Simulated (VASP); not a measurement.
A run of VASP 6.6.1 is set up as follows.

Contents of INCAR:

```
SYSTEM = Rh
  PREC = Accurate
  ENCUT = 520
  EDIFF = 1E-6
  ISMEAR = -1
  SIGMA = 0.08
  LREAL = .False.
  LASPH = .True.
  NELM = 100
  ALGO = Normal
  ISIF = 2
  LWAVE = .False.
  LCHARG = .True.
  GGA = PE
  LELF = .True.
  LVHAR = .True.
  NBANDS = 14
```

KPOINTS

```
Automatic mesh
0
Gamma
  16 16 16
  0 0 0
```

File POSCAR:

```
Rh
1.0
    0.0000000000      1.8445035000      1.9015500000
    1.8445035000      0.0000000000      1.9015500000
    1.8445035000      1.8445035000      0.0000000000
Rh
1
Direct
    0.0000000000      0.0000000000      0.0000000000
```

Potentials or basis: VASP PAW PBE potentials, release 64 (Rh_pv).

The run is started by

```sh
$ cat potpaw_PBE.64/Rh_pv/POTCAR > POTCAR
$ mpirun -np 1 vasp_std > vasp.out
```

Problem. Predict the pressure.

Solution. 26.6 GPa.

Stress tensor (GPa, compression positive):
```
29.54  0.00  0.00
 0.00 29.54  0.00
 0.00  0.00 20.60
```

Caveat: the cell differs from its parent crystal (equal xx and yy strain of -3 %).
